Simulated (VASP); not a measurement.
# AgBr (Fm-3m) in VASP: a series of runs, part 3 of 3

VASP 6.6.1. The steps go on from the part before.

## (6) Electric field gradients, PBE (volume scaled by 0.96)

INCAR

```
ALGO = Normal
EDIFF = 1E-8
ENCUT = 400
GGA = PE
GGA_COMPAT = F
ISIF = 2
ISMEAR = -1
LASPH = T
LCHARG = F
LEFG = T
LREAL = F
LWAVE = F
NBANDS = 16
NELM = 120
PREC = Accurate
SIGMA = 0.03
```

KPOINTS

```
k-points
0
Gamma
  7 7 7
```

POSCAR

```
AgBr
1.0
    0.0000000000      2.8470445428      2.8470445428
    2.8470445428      0.0000000000      2.8470445428
    2.8470445428      2.8470445428      0.0000000000
Ag Br
1 1
Direct
    0.5000000000      0.5000000000      0.5000000000
    0.0000000000      0.0000000000      0.0000000000
```

Potentials or basis: VASP PAW PBE potentials, release 64 (Ag, Br).

The run is started by

```bash
$ cat potpaw_PBE.64/Ag/POTCAR potpaw_PBE.64/Br/POTCAR > POTCAR
$ mpirun -np 1 vasp_std > vasp.out
```

OUTCAR:

```text
EDIFF = 1E-8
   ENCUT = 400
   GGA = PE
   ISIF = 2
   ISMEAR = -1
   LASPH = T
   LREAL = F
   NELM = 120
   PREC = Accurate

 ion  position               nearest neighbor table
   1  0.500  0.500  0.500-   2 2.85   2 2.85   2 2.85   2 2.85   2 2.85   2 2.85
   2  0.000  0.000  0.000-   1 2.85   1 2.85   1 2.85   1 2.85   1 2.85   1 2.85

  LATTYP: Found a face centered cubic cell.
 ALAT       =     5.6940890856

  Lattice vectors:

 A1 = (   0.0000000000,   2.8470445428,   2.8470445428)
 A2 = (   2.8470445428,   0.0000000000,   2.8470445428)
 A3 = (   2.8470445428,   2.8470445428,   0.0000000000)

Analysis of symmetry for initial positions (statically):
=====================================================================
 Subroutine PRICEL returns:
 Original cell was already a primitive cell.

 Routine SETGRP: Setting up the symmetry group for a
 face centered cubic supercell.

 Subroutine GETGRP returns: Found 48 space group operations
 (whereof 48 operations were pure point group operations)
 out of a pool of 48 trial point group operations.

The static configuration has the point symmetry O_h .

Analysis of symmetry for dynamics (positions and initial velocities):
=====================================================================
 Subroutine PRICEL returns:
 Original cell was already a primitive cell.

 Routine SETGRP: Setting up the symmetry group for a
 face centered cubic supercell.

 Subroutine GETGRP returns: Found 48 space group operations
 (whereof 48 operations were pure point group operations)
 out of a pool of 48 trial point group operations.

The dynamic configuration has the point symmetry O_h .

 Subroutine INISYM returns: Found 48 space group operations
 (whereof 48 operations are pure point group operations),
 and found     1 'primitive' translations

----------------------------------------------------------------------------------------

                                     Primitive cell

  volume of cell :      46.1544

  direct lattice vectors                    reciprocal lattice vectors
     0.000000000  2.847044543  2.847044543    -0.175620716  0.175620716  0.175620716
     2.847044543  0.000000000  2.847044543     0.175620716 -0.175620716  0.175620716
     2.847044543  2.847044543  0.000000000     0.175620716  0.175620716 -0.175620716

  length of vectors
     4.026329005  4.026329005  4.026329005     0.304184002  0.304184002  0.304184002

  position of ions in fractional coordinates (direct lattice)
     0.500000000  0.500000000  0.500000000
     0.000000000  0.000000000  0.000000000

  ion indices of the primitive-cell ions
   primitive index   ion index
                 1           1
                 2           2

----------------------------------------------------------------------------------------

 KPOINTS: k-points

Automatic generation of k-mesh.
 Grid dimensions read from file:
[... 66 lines left out ...]
   ISIF   =      2    stress and relaxation
   ISYM   =      2    0-nonsym 1-usesym 2-fastsym
   POTIM  = 0.5000    time-step for ionic-motion
   TEBEG  =    0.0;   TEEND  =   0.0 temperature during run
   PSTRESS=    0.0 pullay stress
   NELECT =      18.0000    total number of electrons
   NUPDOWN=      -1.0000    fix difference up-down
   EMIN   =  10.00;   EMAX   =-10.00  energy-range for DOS
   EFERMI =   0.00;   METHOD = LEGACY
   ISMEAR =    -1;   SIGMA  =   0.03  broadening in eV -4-tet -1-fermi 0-gaus
   EFERMI_NEDOS =   21; number of points for ismear=-14 and -15
   IALGO  =     38    algorithm
   IMIX   =      4    mixing-type and parameters
     AMIX     =   0.40;   BMIX     =  1.00
     AMIX_MAG =   1.60;   BMIX_MAG =  1.00
  volume/ion in A,a.u.               =      23.08       155.73
  Fermi-wavevector in a.u.,A,eV,Ry     =   1.196083  2.260270 19.464700  1.430615
  Thomas-Fermi vector in A             =   2.332032
   LORBIT       =      0    0 simple, 1 ext, 2 COOP (PROOUT), +10 PAW based schemes
   GGA     = PE    functional components
   LHFCALC =     F    Hartree Fock is set to
   AEXX    =    0.0000 exact exchange contribution
   IVDW    =     0    specifies the selected vdW correction
   LEPSILON=     F    determine dielectric tensor
   LRPA    =     F    only Hartree local field effects (RPA)
 non-spin polarized calculation
  energy-cutoff  :      400.00
  volume of cell :       46.15
 maximum number of plane-waves:       869
 NGX is ok and might be reduce to    28
   NGX = 13   NGY = 13   NGZ = 13

 number of electron      18.0000005 magnetization

 Free energy of the ion-electron system (eV)
  ---------------------------------------------------
  ext. energy  EPLUGINS =         0.00000000
  ---------------------------------------------------
  free energy    TOTEN  =        -4.96153132 eV

  energy without entropy =       -4.96153121  energy(sigma->0) =       -4.96153127

 E-fermi :   4.2714     XC(G=0):  -9.9849

 val. band max:        3.8483182613   @ k =   0.4286   0.0000   0.0000
 cond. band min:       4.5922759006   @ k =   0.0000   0.0000   0.0000
 fundamental gap:      0.7439576394
 Fermi energy:         4.2714013171

 k-point     1 :       0.0000    0.0000    0.0000
  band No.  band energies     occupation
      1     -11.3190      2.00000
      2       1.0196      2.00000
      3       1.0196      2.00000
      4       1.0196      2.00000
      5       1.0202      2.00000
      6       1.0202      2.00000
[... 357 lines left out ...]
      3      -0.2751      2.00000
      4      -0.1488      2.00000
      5       1.3111      2.00000
      6       1.4069      2.00000
[... 8 lines left out ...]
     15      16.7353      0.00000
     16      19.2837      0.00000

------------------------ aborting loop because EDIFF is reached ----------------------------------------

  FORCE on cell =-STRESS in cart. coord.  units (eV):
  Direction    XX          YY          ZZ          XY          YZ          ZX
  --------------------------------------------------------------------------------------
  -------------------------------------------------------------------------------------
  Total        0.9762629      0.9762629      0.9762629      0.0000000     -0.0000000     -0.0000000
  in kB       33.8894535     33.8894535     33.8894535      0.0000000     -0.0000000     -0.0000000
  external PRESSURE =      33.8894535 kB  Pullay stress =       0.0000000 kB

 VOLUME and BASIS-vectors are now :
 -----------------------------------------------------------------------------
  energy-cutoff  :      400.00
  volume of cell :       46.15
      direct lattice vectors                 reciprocal lattice vectors
     0.000000000  2.847044543  2.847044543    -0.175620716  0.175620716  0.175620716
     2.847044543  0.000000000  2.847044543     0.175620716 -0.175620716  0.175620716
     2.847044543  2.847044543  0.000000000     0.175620716  0.175620716 -0.175620716

 POSITION                                       TOTAL-FORCE (eV/Angst)
 -----------------------------------------------------------------------------------
      2.84704      2.84704      2.84704        -0.000000      0.000000     -0.000000
      0.00000      0.00000      0.00000         0.000000     -0.000000      0.000000
 -----------------------------------------------------------------------------------
    total drift:                                0.000000      0.000000      0.000000

  FREE ENERGIE OF THE ION-ELECTRON SYSTEM (eV)
  ---------------------------------------------------
  free  energy   TOTEN  =        -4.9615313207 eV

  energy  without entropy=       -4.9615312133  energy(sigma->0) =       -4.96153127

 Electric field gradients (V/A^2)
---------------------------------------------------------------------
 ion       V_xx      V_yy      V_zz      V_xy      V_xz      V_yz
---------------------------------------------------------------------
   1      -0.000    -0.000    -0.000    -0.002    -0.002    -0.002
   2      -0.000     0.000     0.000     0.000     0.000     0.000
---------------------------------------------------------------------

 Electric field gradients after diagonalization (V/A^2)
 (convention: |V_zz| > |V_xx| > |V_yy|)
----------------------------------------------------------------------
 ion       V_xx      V_yy      V_zz     asymmetry (V_yy - V_xx)/ V_zz
----------------------------------------------------------------------
   1       0.002     0.002    -0.003       0.000
   2      -0.000    -0.000     0.000       0.000
----------------------------------------------------------------------

           NMR quadrupolar parameters

 Cq : quadrupolar parameter    Cq=e*Q*V_zz/h
 eta: asymmetry parameters     (V_yy - V_xx)/ V_zz
 Q  : nuclear electric quadrupole moment in mb (millibarn)
----------------------------------------------------------------------
 ion       Cq(MHz)       eta       Q (mb)
----------------------------------------------------------------------
   1      -0.000       0.000       1.000
   2       0.000       0.000       1.000
----------------------------------------------------------------------
```

OSZICAR:

```text
N       E                     dE             d eps       ncg     rms          rms(c)
DAV:   1     0.751484627348E+02    0.75148E+02   -0.73032E+03   640   0.821E+02
DAV:   2    -0.299198715788E+01   -0.78140E+02   -0.72220E+02   768   0.187E+02
DAV:   3    -0.506955539207E+01   -0.20776E+01   -0.20733E+01   808   0.314E+01
DAV:   4    -0.507687887012E+01   -0.73235E-02   -0.73231E-02   784   0.215E+00
DAV:   5    -0.507694191024E+01   -0.63040E-04   -0.63039E-04   808   0.194E-01    0.643E+00
DAV:   6    -0.496580971632E+01    0.11113E+00   -0.17876E-01   768   0.599E+00    0.418E+00
DAV:   7    -0.496148632286E+01    0.43234E-02   -0.59258E-02   744   0.161E+00    0.162E+00
DAV:   8    -0.496150190548E+01   -0.15583E-04   -0.38142E-03   760   0.610E-01    0.250E-01
DAV:   9    -0.496150603744E+01   -0.41320E-05   -0.50237E-04   792   0.218E-01    0.325E-02
DAV:  10    -0.496152489620E+01   -0.18859E-04   -0.28513E-05   848   0.692E-02    0.189E-02
DAV:  11    -0.496153155705E+01   -0.66609E-05   -0.12078E-05   712   0.277E-02    0.594E-03
DAV:  12    -0.496153141745E+01    0.13960E-06   -0.91091E-07   784   0.839E-03    0.186E-03
DAV:  13    -0.496153132454E+01    0.92913E-07   -0.13953E-07   776   0.368E-03    0.322E-04
DAV:  14    -0.496153131340E+01    0.11143E-07   -0.22832E-08   832   0.114E-03    0.241E-04
DAV:  15    -0.496153132072E+01   -0.73228E-08   -0.46013E-09   496   0.649E-04
   1 F= -.49615313E+01 E0= -.49615313E+01  d E =-.107389E-06
```

stdout:

```text
POSCAR found type information on POSCAR AgBr
 POSCAR found :  2 types and       2 ions
 scaLAPACK will be used
 LDA part: xc-table for (Slater+PW92), standard interpolation
 POSCAR, INCAR and KPOINTS ok, starting setup
 FFT: planning ... GRIDC
 FFT: planning ... GRID_SOFT
 FFT: planning ... GRID
 WAVECAR not read
 entering main loop
ion   1

ion   2
```

Wall time 13 s (1 thread of Intel Xeon 6975P-C, shared host); peak memory 0.16 GiB.

Results:

| Quantity | Value |
| --- | --- |
| Free energy | -4.9615 eV |
| Pressure | 3.4 GPa |
| Band gap on the k mesh | 0.74 eV, indirect (least direct gap 2.69 eV) |

Caveat: without QUAD_EFG the Cq values of the log hold for a quadrupole moment of 1 mb, not for the nuclei. A k mesh can miss the band edges.

## (7) Electric field gradients, PBE (volume scaled by 0.99)

INCAR

```
SYSTEM = AgBr
PREC     = Accurate       ! precision mode
ENCUT    = 400            ! plane-wave cutoff, eV
EDIFF    = 1E-8           ! SCF threshold, eV
ISMEAR   = -1             ! smearing method
SIGMA    = 0.03           ! smearing width, eV
LREAL    = .False.        ! projectors in reciprocal space
LASPH    = .True.         ! aspherical terms in the spheres
NELM     = 120            ! most SCF steps
ALGO     = Normal         ! electronic algorithm
ISIF     = 2              ! what is computed and relaxed
LWAVE    = .False.        ! write WAVECAR
LCHARG   = .False.        ! write CHGCAR
GGA      = PE             ! functional
LEFG     = .True.       
NBANDS   = 16             ! bands
GGA_COMPAT= .False.
```

KPOINTS

```
regular mesh
0
Gamma
  7 7 7
  0 0 0
```

POSCAR

```
AgBr
1.0
    0.0000000000      2.8763975868      2.8763975868
    2.8763975868      0.0000000000      2.8763975868
    2.8763975868      2.8763975868      0.0000000000
Ag Br
1 1
Direct
    0.5000000000      0.5000000000      0.5000000000
    0.0000000000      0.0000000000      0.0000000000
```

Potentials or basis: VASP PAW PBE potentials, release 64 (Ag, Br).

The run is started by

```bash
$ cat potpaw_PBE.64/Ag/POTCAR potpaw_PBE.64/Br/POTCAR > POTCAR
$ mpirun -np 1 vasp_std > vasp.out
```

OUTCAR:

```text
SYSTEM = AgBr
   PREC = Accurate
   ENCUT = 400
   EDIFF = 1E-8
   ISMEAR = -1
   LREAL = .False.
   LASPH = .True.
   NELM = 120
   ISIF = 2
   GGA = PE

 ion  position               nearest neighbor table
   1  0.500  0.500  0.500-   2 2.88   2 2.88   2 2.88   2 2.88   2 2.88   2 2.88
   2  0.000  0.000  0.000-   1 2.88   1 2.88   1 2.88   1 2.88   1 2.88   1 2.88

  LATTYP: Found a face centered cubic cell.
 ALAT       =     5.7527951736

  Lattice vectors:

 A1 = (   0.0000000000,   2.8763975868,   2.8763975868)
[... 585 lines left out ...]
  ---------------------------------------------------
  free  energy   TOTEN  =        -4.9865485325 eV

  energy  without entropy=       -4.9865484237  energy(sigma->0) =       -4.98654848

 Electric field gradients (V/A^2)
---------------------------------------------------------------------
 ion       V_xx      V_yy      V_zz      V_xy      V_xz      V_yz
---------------------------------------------------------------------
   1      -0.000    -0.000    -0.000    -0.001    -0.001    -0.001
   2       0.000     0.000     0.000     0.000     0.000     0.000
---------------------------------------------------------------------

 Electric field gradients after diagonalization (V/A^2)
 (convention: |V_zz| > |V_xx| > |V_yy|)
----------------------------------------------------------------------
 ion       V_xx      V_yy      V_zz     asymmetry (V_yy - V_xx)/ V_zz
----------------------------------------------------------------------
   1       0.001     0.001    -0.003       0.000
   2      -0.000    -0.000     0.001       0.000
----------------------------------------------------------------------

           NMR quadrupolar parameters

 Cq : quadrupolar parameter    Cq=e*Q*V_zz/h
 eta: asymmetry parameters     (V_yy - V_xx)/ V_zz
 Q  : nuclear electric quadrupole moment in mb (millibarn)
----------------------------------------------------------------------
 ion       Cq(MHz)       eta       Q (mb)
----------------------------------------------------------------------
   1      -0.000       0.000       1.000
   2       0.000       0.000       1.000
----------------------------------------------------------------------
```

OSZICAR:

```text
N       E                     dE             d eps       ncg     rms          rms(c)
DAV:   1     0.727573740148E+02    0.72757E+02   -0.75008E+03   648   0.832E+02
DAV:   2    -0.306569003974E+01   -0.75823E+02   -0.70839E+02   800   0.185E+02
DAV:   3    -0.509651867360E+01   -0.20308E+01   -0.20266E+01   760   0.305E+01
DAV:   4    -0.510377187422E+01   -0.72532E-02   -0.72529E-02   840   0.211E+00
DAV:   5    -0.510383087814E+01   -0.59004E-04   -0.59004E-04   776   0.184E-01    0.589E+00
DAV:   6    -0.499073120262E+01    0.11310E+00   -0.17824E-01   776   0.596E+00    0.385E+00
DAV:   7    -0.498644641439E+01    0.42848E-02   -0.60506E-02   672   0.161E+00    0.157E+00
DAV:   8    -0.498649856173E+01   -0.52147E-04   -0.40120E-03   752   0.623E-01    0.251E-01
DAV:   9    -0.498651972834E+01   -0.21167E-04   -0.49494E-04   792   0.226E-01    0.332E-02
DAV:  10    -0.498654179807E+01   -0.22070E-04   -0.33543E-05   800   0.727E-02    0.205E-02
DAV:  11    -0.498654876553E+01   -0.69675E-05   -0.12865E-05   752   0.281E-02    0.584E-03
DAV:  12    -0.498654860268E+01    0.16285E-06   -0.82853E-07   776   0.831E-03    0.203E-03
DAV:  13    -0.498654853978E+01    0.62902E-07   -0.14569E-07   768   0.360E-03    0.295E-04
DAV:  14    -0.498654853249E+01    0.72948E-08   -0.18032E-08   760   0.987E-04
   1 F= -.49865485E+01 E0= -.49865485E+01  d E =-.108798E-06
```

Wall time 12 s (1 thread of Intel Xeon 6975P-C, shared host); peak memory 0.15 GiB.

Results:

| Quantity | Value |
| --- | --- |
| Free energy | -4.9865 eV |
| Pressure | 1.8 GPa |
| Band gap on the k mesh | 0.74 eV, indirect (least direct gap 2.58 eV) |

Caveat: without QUAD_EFG the Cq values of the log hold for a quadrupole moment of 1 mb, not for the nuclei. A k mesh can miss the band edges.

## (8) Summary

```tsv
cell	gap on the mesh (eV)	pressure (GPa)
a = 4.095 Å, angles 60.0°, 2 atoms	0.75	0.8
a = 4.081 Å, angles 60.0°, 2 atoms	0.74	1.3
a = 3.998 Å, angles 60.0°, 2 atoms	0.75	4.7
a = 4.054 Å, angles 60.0°, 2 atoms	0.74	2.3
a = 4.026 Å, angles 60.0°, 2 atoms	0.74	3.4
a = 4.068 Å, angles 60.0°, 2 atoms	0.74	1.8
```

Alike in all rows: task electric field gradients; level PBE; potentials or basis VASP PAW PBE potentials, release 64 (Ag, Br); no spin polarisation; k mesh 7 × 7 × 7; cutoff (eV) 400; smearing fermi-dirac 0.03 eV.

Absolute energies hang on the potentials; compare differences alone.
